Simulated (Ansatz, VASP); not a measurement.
## Two plane-wave programs on SnO2

```
Sn O
1.0
     4.72127    0.00000    0.00000
     0.00000    4.72425    0.00000
     0.00000    0.00000    3.19002
Sn O
2 4
Cartesian
  2.3606 2.3621 1.5950
  0.0000 0.0000 0.0000
  1.4427 1.4483 0.0000
  3.8033 0.9138 1.5950
  0.9180 3.8104 1.5950
  3.2786 3.2759 0.0000
```

Alike in both runs: functional LDA; k mesh 6 × 6 × 8; occupations gaussian, width 0.02 eV; no spin polarisation.

Ansatz relaxed the structure, and its values are those at the end. VASP's run is a single point on that final structure, the one shown.

|  | VASP | Ansatz |
| --- | --- | --- |
| version | VASP 6.6.1 | Ansatz 0.2.0 |
| potentials or method | VASP PAW LDA potentials, release 64 (Sn_d, O), cutoff 520 eV | scalar-relativistic, plane waves, PAW |
| valence electrons in the cell | 52 | 52 |

|  | VASP | Ansatz | Ansatz less VASP |
| --- | --- | --- | --- |
| gap on the k mesh at the Fermi level (eV) | 1.20 | 1.16 | -0.035 |
| least direct gap on the mesh (eV) | 1.20 | 1.16 | -0.035 |
| pressure (GPa) | 1.1 | 0.0 | -1.08 |
| rms of the force components (eV/Å) | 0.010 | 0.001 | -0.0094 |

LDA's correlation is that of Perdew and Zunger in VASP and of Perdew and Wang (1992) in Ansatz.
